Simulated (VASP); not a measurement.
# TiSi2 (Immm) in VASP: further runs

The runs below take TiSi2 through single point, with LDA.

All numbers are computed with VASP 6.6.1; they aren't measurements. Logs are shortened: lines on timing, memory, paths and dates and some standing lists are left out, and cuts for length are marked.

## Step 1: The cell of the first run

The structure is orthorhombic, space group Immm (No. 71). The conventional cell has a = 2.908 Å, b = 3.370 Å, c = 8.275 Å, α = 90.00°, β = 90.00°, γ = 90.00°. Within 3.5 Å of Ti (site symmetry mmm) lie 10 Si at 2.63 to 2.74 Å and 4 Ti at 2.91 to 3.37 Å. Si (site symmetry mm2) has 9 Si at 2.60 to 3.37 Å and 5 Ti at 2.63 to 2.74 Å within 3.4 Å.

## Step 2: Single point, LDA

The input, INCAR:

```
ALGO = Normal ; EDIFF = 1E-6
ENCUT = 520 ; ISIF = 2
ISMEAR = 0 ; LASPH = True
LCHARG = True ; LELF = True
LREAL = False ; LVHAR = True
LWAVE = False ; NBANDS = 17
NELM = 60 ; PREC = Accurate
SIGMA = 0.15
```

The input, KPOINTS:

```
k-points
0
Gamma
  18 18 18
```

The input, POSCAR:

```
TiSi2
1.0
   -1.4540925019      1.6852182440      4.1375118505
    1.4540925019     -1.6852182440      4.1375118505
    1.4540925019      1.6852182440     -4.1375118505
Ti Si
1 2
Direct
    0.0000000000      0.0000000000      0.0000000000
    0.3309289791      0.3309289791      0.0000000000
    0.6690710209      0.6690710209      0.0000000000
```

Potentials or basis: VASP PAW LDA potentials, release 64 (Ti_sv, Si).

Run with:

```sh
$ cat potpaw_LDA.64/Ti_sv/POTCAR potpaw_LDA.64/Si/POTCAR > POTCAR
$ mpirun -np 1 vasp_std > vasp.out
```

OUTCAR:

```text
EDIFF = 1E-6
   ENCUT = 520
   ISIF = 2
   ISMEAR = 0
   LASPH = True
   LREAL = False
   NELM = 60
   PREC = Accurate

 ion  position               nearest neighbor table
   1  0.000  0.000  0.000-   3 2.63   3 2.63   3 2.63   2 2.63   3 2.63   2 2.63   2 2.63   2 2.63
                             2 2.74   3 2.74
   2  0.331  0.331  0.000-   3 2.60   3 2.60   3 2.60   3 2.60   1 2.63   1 2.63   1 2.63   1 2.63
                             1 2.74   3 2.80
   3  0.669  0.669  0.000-   2 2.60   2 2.60   2 2.60   2 2.60   1 2.63   1 2.63   1 2.63   1 2.63
                             1 2.74   2 2.80

  LATTYP: Found a body centered orthorhombic cell.
 ALAT       =     2.9081850038
 B/A-ratio  =     1.1589484450
 C/A-ratio  =     2.8454254768

  Lattice vectors:

 A1 = (  -1.4540925019,   1.6852182440,   4.1375118505)
 A2 = (   1.4540925019,  -1.6852182440,   4.1375118505)
 A3 = (   1.4540925019,   1.6852182440,  -4.1375118505)

Analysis of symmetry for initial positions (statically):
=====================================================================
 Subroutine PRICEL returns:
 Original cell was already a primitive cell.

 Routine SETGRP: Setting up the symmetry group for a
 body centered orthorhombic supercell.

 Subroutine GETGRP returns: Found  8 space group operations
 (whereof  8 operations were pure point group operations)
 out of a pool of  8 trial point group operations.

The static configuration has the point symmetry D_2h.

Analysis of symmetry for dynamics (positions and initial velocities):
=====================================================================
 Subroutine PRICEL returns:
 Original cell was already a primitive cell.

 Routine SETGRP: Setting up the symmetry group for a
 body centered orthorhombic supercell.

 Subroutine GETGRP returns: Found  8 space group operations
 (whereof  8 operations were pure point group operations)
 out of a pool of  8 trial point group operations.

The dynamic configuration has the point symmetry D_2h.

 Subroutine INISYM returns: Found  8 space group operations
 (whereof  8 operations are pure point group operations),
 and found     1 'primitive' translations

----------------------------------------------------------------------------------------

                                     Primitive cell

  volume of cell :      40.5553

  direct lattice vectors                    reciprocal lattice vectors
    -1.454092502  1.685218244  4.137511851     0.000000000  0.296697476  0.120845575
     1.454092502 -1.685218244  4.137511851     0.343857079  0.000000000  0.120845575
     1.454092502  1.685218244 -4.137511851     0.343857079  0.296697476  0.000000000

  length of vectors
     4.698228373  4.698228373  4.698228373     0.320363927  0.364474065  0.454166361

  position of ions in fractional coordinates (direct lattice)
     0.000000000  0.000000000  0.000000000
     0.330928979  0.330928979  0.000000000
     0.669071021  0.669071021  0.000000000

  ion indices of the primitive-cell ions
   primitive index   ion index
                 1           1
                 2           2
                 3           3

----------------------------------------------------------------------------------------

 KPOINTS: k-points

Automatic generation of k-mesh.
 Grid dimensions read from file:
 generate k-points for:   18   18   18

 Generating k-lattice:

  Cartesian coordinates                     Fractional coordinates (reciprocal lattice)
     0.000000000  0.016483193  0.006713643     0.055555556  0.000000000 -0.000000000
     0.019103171  0.000000000  0.006713643     0.000000000  0.055555556  0.000000000
     0.019103171  0.016483193  0.000000000    -0.000000000  0.000000000  0.055555556

  Length of vectors
     0.017797996  0.020248559  0.025231464

  Shift w.r.t. Gamma in fractional coordinates (k-lattice)
     0.000000000  0.000000000  0.000000000

 Subroutine IBZKPT returns following result:
 ===========================================

 Found    865 irreducible k-points:

 Following reciprocal coordinates:
            Coordinates               Weight
  0.000000  0.000000  0.000000      1.000000
  0.055556  0.000000  0.000000      4.000000
  0.111111  0.000000  0.000000      4.000000
  0.166667  0.000000 -0.000000      4.000000
  0.222222  0.000000 -0.000000      4.000000
  0.277778 -0.000000  0.000000      4.000000
[... 16 lines left out ...]
 -0.333333  0.055556  0.000000      8.000000
 -0.277778  0.055556 -0.000000      8.000000
 [... further k-points ...]
   k-points           NKPTS =    865   k-points in BZ     NKDIM =    865   number of bands    NBANDS=     17
   number of dos      NEDOS =    301   number of ions     NIONS =      3
   total plane-waves  NPLWV =  46656
   dimension x,y,z NGX =    36 NGY =   36 NGZ =   36
   dimension x,y,z NGXF=    72 NGYF=   72 NGZF=   72
   ions per type =               1   2
   NGX,Y,Z   is equivalent  to a cutoff of  12.74, 12.74, 12.74 a.u.
   NGXF,Y,Z  is equivalent  to a cutoff of  25.48, 25.48, 25.48 a.u.
 SYSTEM =  unknown system
   PREC   = accura    normal or accurate (medium, high low for compatibility)
   ISTART =      0    job   : 0-new  1-cont  2-samecut
   ICHARG =      2    charge: 1-file 2-atom 10-const
   ISPIN  =      1    spin polarized calculation?
   LNONCOLLINEAR =      F non collinear calculations
   LSORBIT =      F    spin-orbit coupling
   LASPH  =      T    aspherical Exc in radial PAW
   ENCUT  =  520.0 eV  38.22 Ry    6.18 a.u.   8.74  8.74  8.74*2*pi/ulx,y,z
   NELM   =     60;   NELMIN=  2; NELMDL= -5     # of ELM steps
   EDIFF  = 0.1E-05   stopping-criterion for ELM
   LREAL  =      F    real-space projection
   EDIFFG = 0.1E-04   stopping-criterion for IOM
   NSW    =      0    number of steps for IOM
   IBRION =     -1    ionic relax: 0-MD 1-quasi-New 2-CG
   NFREE  =      0    steps in history (QN), initial steepest desc. (CG)
   ISIF   =      2    stress and relaxation
   ISYM   =      2    0-nonsym 1-usesym 2-fastsym
   POTIM  = 0.5000    time-step for ionic-motion
   TEBEG  =    0.0;   TEEND  =   0.0 temperature during run
   PSTRESS=    0.0 pullay stress
   NELECT =      20.0000    total number of electrons
   NUPDOWN=      -1.0000    fix difference up-down
   EMIN   =  10.00;   EMAX   =-10.00  energy-range for DOS
   EFERMI =   0.00;   METHOD = LEGACY
   ISMEAR =     0;   SIGMA  =   0.15  broadening in eV -4-tet -1-fermi 0-gaus
   EFERMI_NEDOS =   21; number of points for ismear=-14 and -15
   IALGO  =     38    algorithm
   IMIX   =      4    mixing-type and parameters
     AMIX     =   0.40;   BMIX     =  1.00
     AMIX_MAG =   1.60;   BMIX_MAG =  1.00
  volume/ion in A,a.u.               =      13.52        91.23
  Fermi-wavevector in a.u.,A,eV,Ry     =   1.293408  2.444188 22.761259  1.672905
  Thomas-Fermi vector in A             =   2.425056
   LORBIT       =      0    0 simple, 1 ext, 2 COOP (PROOUT), +10 PAW based schemes
   GGA     = CA    functional components
   LHFCALC =     F    Hartree Fock is set to
   AEXX    =    0.0000 exact exchange contribution
   IVDW    =     0    specifies the selected vdW correction
   LEPSILON=     F    determine dielectric tensor
   LRPA    =     F    only Hartree local field effects (RPA)
 non-spin polarized calculation
 Gauss-broadening in eV      SIGMA  =   0.15
  energy-cutoff  :      520.00
  volume of cell :       40.56
 maximum number of plane-waves:      1121
   NGX = 17   NGY = 17   NGZ = 17

 number of electron      20.0000002 magnetization

 Free energy of the ion-electron system (eV)
  ---------------------------------------------------
  ext. energy  EPLUGINS =         0.00000000
  ---------------------------------------------------
  free energy    TOTEN  =       -21.95473609 eV

  energy without entropy =      -21.93955715  energy(sigma->0) =      -21.94714662

 E-fermi :  10.4332     XC(G=0): -12.0549

 val. band max:       10.4327701388   @ k =  -0.3889  -0.2778   0.0556
 cond. band min:      10.4341734538   @ k =  -0.1667   0.1667   0.1111
 fundamental gap:      0.0014033150
 Fermi energy:        10.4331884177

 k-point     1 :       0.0000    0.0000    0.0000
  band No.  band energies     occupation
      1     -44.9639      2.00000
      2     -21.6978      2.00000
      3     -21.6745      2.00000
      4     -21.3952      2.00000
      5      -2.3119      2.00000
      6       5.5513      2.00000
[... 9 lines left out ...]
     16      16.2081      0.00000
     17      16.4183      0.00000

 k-point     2 :       0.0556    0.0000    0.0000
  band No.  band energies     occupation
      1     -44.9636      2.00000
      2     -21.6976      2.00000
      3     -21.6782      2.00000
      4     -21.3949      2.00000
      5      -2.2648      2.00000
      6       5.4541      2.00000
[... 9 lines left out ...]
     16      16.1501      0.00000
     17      16.4824      0.00000

 k-point     3 :       0.1111    0.0000    0.0000
  band No.  band energies     occupation
      1     -44.9629      2.00000
      2     -21.6968      2.00000
      3     -21.6888      2.00000
      4     -21.3942      2.00000
      5      -2.1241      2.00000
      6       5.2144      2.00000
[... 9 lines left out ...]
     16      16.0559      0.00000
     17      16.6679      0.00000

 k-point     4 :       0.1667    0.0000   -0.0000
  band No.  band energies     occupation
      1     -44.9617      2.00000
      2     -21.7050      2.00000
      3     -21.6954      2.00000
      4     -21.3930      2.00000
      5      -1.8924      2.00000
      6       4.8731      2.00000
[... 9 lines left out ...]
     16      16.5366      0.00000
     17      16.9766      0.00000
[... 343 lines left out ...]
      1     -44.9549      2.00000
      2     -21.7794      2.00000
      3     -21.6877      2.00000
      4     -21.3998      2.00000
      5      -0.1660      2.00000
      6       2.6153      2.00000
[... 9 lines left out ...]
     16      17.3723      0.00000
     17      19.0238      0.00000

 k-point    23 :      -0.3333    0.0556    0.0000
  band No.  band energies     occupation
      1     -44.9560      2.00000
      2     -21.7635      2.00000
      3     -21.6888      2.00000
      4     -21.4009      2.00000
      5      -0.7022      2.00000
      6       3.3259      2.00000
[... 9 lines left out ...]
     16      17.8405      0.00000
     17      18.7554      0.00000

 k-point    24 :      -0.2778    0.0556   -0.0000
  band No.  band energies     occupation
      1     -44.9574      2.00000
      2     -21.7440      2.00000
      3     -21.6903      2.00000
      4     -21.4024      2.00000
      5      -1.1698      2.00000
      6       4.0202      2.00000
[... 9 lines left out ...]
     16      18.1476      0.00000
     17      18.3508      0.00000

 [... further k-points ...]
[... 5 lines left out ...]
  --------------------------------------------------------------------------------------
  -------------------------------------------------------------------------------------
  Total        0.0599449      0.0574163      0.0490686     -0.0000000      0.0000000      0.0000000
  in kB        2.3681848      2.2682876      1.9385053     -0.0000000      0.0000000      0.0000000
  external PRESSURE =       2.1916593 kB  Pullay stress =       0.0000000 kB

 VOLUME and BASIS-vectors are now :
 -----------------------------------------------------------------------------
  energy-cutoff  :      520.00
  volume of cell :       40.56
      direct lattice vectors                 reciprocal lattice vectors
    -1.454092502  1.685218244  4.137511851     0.000000000  0.296697476  0.120845575
     1.454092502 -1.685218244  4.137511851     0.343857079  0.000000000  0.120845575
     1.454092502  1.685218244 -4.137511851     0.343857079  0.296697476  0.000000000

 POSITION                                       TOTAL-FORCE (eV/Angst)
 -----------------------------------------------------------------------------------
      0.00000      0.00000      0.00000         0.000000     -0.000000     -0.000000
      0.00000      0.00000      2.73845         0.000000     -0.000000     -0.011651
      0.00000      0.00000      5.53658        -0.000000      0.000000      0.011651
 -----------------------------------------------------------------------------------
    total drift:                                0.000000     -0.000000      0.000000

  FREE ENERGIE OF THE ION-ELECTRON SYSTEM (eV)
  ---------------------------------------------------
  free  energy   TOTEN  =       -21.9547360932 eV

  energy  without entropy=      -21.9395571487  energy(sigma->0) =      -21.94714662
```

Run time: 24 min. Hardware: 1 thread of Oxide Virtual Turin-like, shared host; peak memory 0.59 GiB.

What came out:

```yaml
Free_energy: -21.9547 eV
Pressure: 0.2 GPa
Largest_force: 0.012 eV/Å
Band_gap_on_the_k_mesh: zero (bands 10 and 11 overlap by 2.46 eV)
```

Forces on the atoms (eV/Å):
```
Ti   0.000  0.000  0.000
Si   0.000  0.000 -0.012
Si   0.000  0.000  0.012
```

Levels at points of the mesh, in eV from the Fermi level:
| k point | band 8 | band 9 | band 10 | band 11 | band 12 | band 13 |
| --- | --- | --- | --- | --- | --- | --- |
| (0.00, 0.00, 0.00) | -2.15 | -0.67 | 0.78 | 2.26 | 2.50 | 3.32 |
| (0.50, 0.00, 0.00) | -3.76 | -0.70 | 0.94 | 2.11 | 2.72 | 3.79 |
| (0.00, 0.50, 0.00) | -3.43 | -1.00 | -0.46 | 1.00 | 2.96 | 3.62 |
| (0.50, 0.50, 0.00) | -4.55 | -2.93 | -1.36 | -0.57 | 3.02 | 3.08 |
| (0.50, 0.50, 0.50) | -1.19 | -0.36 | 0.48 | 2.05 | 2.56 | 2.59 |

## Step 3: Single point, LDA

This run uses another cell than the first one, of 14.24 Å³/atom.

The input, INCAR:

```
ALGO = Fast ; EDIFF = 1E-6
ENCUT = 520 ; ISIF = 2
ISMEAR = 0 ; LASPH = True
LCHARG = False ; LREAL = False
LWAVE = False ; NBANDS = 17
NELM = 60 ; PREC = Accurate
SIGMA = 0.15
```

KPOINTS is that of step 2.

The input, POSCAR:

```
TiSi2
1.0
   -1.4794824127      1.7146438417      4.2097569496
    1.4794824127     -1.7146438417      4.2097569496
    1.4794824127      1.7146438417     -4.2097569496
Ti Si
1 2
Direct
    0.0000000000      0.0000000000      0.0000000000
    0.3309289791      0.3309289791      0.0000000000
    0.6690710209      0.6690710209      0.0000000000
```

Potentials or basis: VASP PAW LDA potentials, release 64 (Ti_sv, Si).

Run with:

```sh
$ cat potpaw_LDA.64/Ti_sv/POTCAR potpaw_LDA.64/Si/POTCAR > POTCAR
$ mpirun -np 1 vasp_std > vasp.out
```

It took 51 min on 1 thread of Oxide Virtual Turin-like, shared host; peak memory 0.64 GiB.

It converged, with:

- Free energy: -21.9072 eV
- Pressure: -7.0 GPa
- Largest force: 0.032 eV/Å
- Band gap on the k mesh: zero (bands 10 and 11 overlap by 2.35 eV)

Forces in eV/Å, atoms in the order of the input:
```
Ti   0.000  0.000  0.000
Si   0.000  0.000  0.032
Si   0.000  0.000 -0.032
```

Stress tensor (GPa, compression positive):
```
-6.40  0.00  0.00
 0.00 -7.26  0.00
 0.00  0.00 -7.35
```

Levels at points of the mesh, in eV from the Fermi level:
```tsv
k point	band 6	band 7	band 8	band 9	band 10	band 11	band 12	band 13	band 14	band 15
(0.00, 0.00, 0.00)	-4.67	-4.05	-2.06	-0.60	0.72	2.15	2.34	3.14	3.77	4.10
(0.50, 0.00, 0.00)	-8.96	-4.21	-3.67	-0.65	0.88	2.00	2.54	3.50	4.07	5.43
(0.00, 0.50, 0.00)	-8.01	-3.52	-3.34	-0.94	-0.41	0.98	2.85	3.35	3.97	5.12
(0.50, 0.50, 0.00)	-5.14	-4.91	-4.62	-2.81	-1.26	-0.59	2.79	2.86	3.15	3.45
(0.50, 0.50, 0.50)	-8.75	-1.20	-1.19	-0.30	0.46	1.92	2.40	2.42	3.74	3.78
```

Caveat: the cell stands under tension.
